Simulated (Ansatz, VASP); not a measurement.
Two plane-wave programs on SrTiO3

Contents of INCAR:

```
PREC = Accurate
ENCUT = 520
EDIFF = 1E-7
ISMEAR = 0
SIGMA = 0.05
LREAL = False
LASPH = True
NELM = 100
ALGO = Normal
ISIF = 2
LWAVE = False
LCHARG = False
GGA = PS
NBANDS = 28
```

The input KPOINTS:

```
regular mesh
0
Gamma
  8 8 8
```

File POSCAR:

```
SrTiO3
1.0
    4.0078537395      0.0000000000      0.0000000000
    0.0000000000      4.0078537395      0.0000000000
    0.0000000000      0.0000000000      3.9494869374
Sr Ti O
1 1 3
Direct
    0.0000000000      0.0000000000      0.0000000000
    0.5000000000      0.5000000000      0.5000000000
    0.0000000000      0.5000000000      0.5000000000
    0.5000000000      0.0000000000      0.5000000000
    0.5000000000      0.5000000000      0.0000000000
```

Input for Ansatz:

```yaml
crystal:
  lattice:
    - [4.0078537395, 0.0, 0.0]
    - [0.0, 4.0078537395, 0.0]
    - [0.0, 0.0, 3.9494869374]
  atoms:
    - { symbol: Sr, position: [0.0, 0.0, 0.0] }
    - { symbol: Ti, position: [0.5, 0.5, 0.5] }
    - { symbol: O, position: [0.0, 0.5, 0.5] }
    - { symbol: O, position: [0.5, 0.0, 0.5] }
    - { symbol: O, position: [0.5, 0.5, 0.0] }
basis:
  ecutwfc: 420
kpoints:
  mp_grid: { grid: [8, 8, 8] }
hamiltonian:
  xc: pbesol
scf:
  occupations: { method: gaussian, width: 0.05 }
output:
  forces: true
  stress: true
  eigenvalues: true
```

Change from the starting cell: strain +0.030 along x and y, +0.015 along z, atoms carried along.

Alike in both runs: task single point; functional PBEsol; k mesh 8 × 8 × 8; occupations gaussian, width 0.05 eV; no spin polarisation.

|  | VASP | Ansatz |
| --- | --- | --- |
| version | VASP 6.6.1 | Ansatz 0.2.0 |
| potentials or method | VASP PAW PBE potentials, release 64 (Sr_sv, Ti_sv, O), cutoff 520 eV | scalar-relativistic, plane waves, PAW |
| valence electrons in the cell | 40 | 40 |

```csv
,VASP,Ansatz,Ansatz less VASP
gap on the k mesh at the Fermi level (eV),1.66,1.69,+0.029
least direct gap on the mesh (eV),2.06,2.08,+0.021
pressure (GPa),-11.1,-11.6,-0.55
"traceless stress, the component that is largest in VASP (GPa)",1.76,1.74,-0.026
```

VASP's potentials were made for PBE, not for PBEsol.
